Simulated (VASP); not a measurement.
Here is a VASP 6.6.1 calculation.

The input POSCAR:

```
Pd
1.0
    0.0000000000      2.5875069197      2.5875069197
    2.5875069197      0.0000000000      2.5875069197
    2.5875069197      2.5875069197      0.0000000000
Pd
2
Direct
    1.0000000000      0.0000000000      0.0000000000
    0.5000000000      0.5000000000      0.5000000000
```

File INCAR.step1:

```
SYSTEM = Pd
PREC = Accurate
ENCUT = 520
ISMEAR = -1
SIGMA = 0.05
LREAL = .False.
LASPH = .True.
NELM = 150
ISPIN = 2
MAGMOM = 0.5 -0.5
LMAXMIX = 4
NBANDS = 21
GGA = PE
ALGO = Normal
EDIFF = 1E-4
LWAVE = .True.
LCHARG = .False.
```

INCAR.step2

```
SYSTEM = Pd
PREC = Accurate
ENCUT = 520
EDIFF = 1E-7
ISMEAR = -1
SIGMA = 0.05
LREAL = .False.
LASPH = .True.
NELM = 150
ALGO = Normal
ISIF = 2
LWAVE = .False.
LCHARG = .False.
ISPIN = 2
MAGMOM = 0.5 -0.5
LORBIT = 11
LMAXMIX = 4
METAGGA = R2SCAN
LMIXTAU = .True.
NBANDS = 21
ISTART = 1
```

Contents of KPOINTS:

```
Automatic mesh
0
Gamma
  11 11 11
  0 0 0
```

Potentials or basis: VASP PAW PBE potentials, release 64 (Pd).

Launch:

```console
$ cat potpaw_PBE.64/Pd/POTCAR > POTCAR
$ cp INCAR.step1 INCAR
$ mpirun -np 1 vasp_std > vasp.out
$ cp INCAR.step2 INCAR
$ mpirun -np 1 vasp_std > vasp.out
```

(1) Predict the band gap on the k mesh.

(2) Estimate the pressure.

(3) Estimate the net moment.

Answers

(1) zero (filled and empty bands overlap).

(2) 0.4 GPa.

(3) 0.00 μB per cell.

Caveat: the PAW data sets were made with another functional, which shifts forces and pressure a little.
